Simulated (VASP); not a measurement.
A run of VASP 6.6.1 is set up as follows.

File POSCAR:

```
OsPd
1.0
    3.0741419586      0.0000000000      0.0000000000
    0.0000000000      3.0741419586      0.0000000000
    0.0000000000      0.0000000000      3.0741419586
Pd Os
1 1
Direct
    0.5000000000      0.5000000000      0.5000000000
    0.0000000000      0.0000000000      0.0000000000
```

INCAR.step1

```
PREC = Accurate
ENCUT = 520
ISMEAR = 0
SIGMA = 0.1
LREAL = F
LASPH = T
NELM = 80
NBANDS = 16
GGA = PE
ALGO = Normal
EDIFF = 1E-4
LWAVE = T
LCHARG = F
```

INCAR.step2

```
PREC = Accurate
ENCUT = 520
EDIFF = 1E-7
ISMEAR = 0
SIGMA = 0.1
LREAL = F
LASPH = T
NELM = 80
ALGO = Normal
ISIF = 2
LWAVE = F
LCHARG = T
METAGGA = R2SCAN
LMIXTAU = T
LELF = T
LVHAR = T
NBANDS = 16
ISTART = 1
```

Contents of KPOINTS:

```
regular mesh
0
Gamma
  18 18 18
```

Potentials or basis: VASP PAW PBE potentials, release 64 (Pd, Os).

Command:

```console
$ cat potpaw_PBE.64/Pd/POTCAR potpaw_PBE.64/Os/POTCAR > POTCAR
$ cp INCAR.step1 INCAR
$ mpirun -np 1 vasp_std > vasp.out
$ cp INCAR.step2 INCAR
$ mpirun -np 1 vasp_std > vasp.out
```

(1) Estimate the band gap on the k mesh.

(2) Predict the pressure.

Answers

(1) zero (bands 9 and 10 overlap by 2.13 eV).

(2) 0.7 GPa.

Caveat: the PAW data sets were made with another functional, which shifts forces and pressure a little; spin-orbit coupling is left out, which moves the levels of the heavy elements.
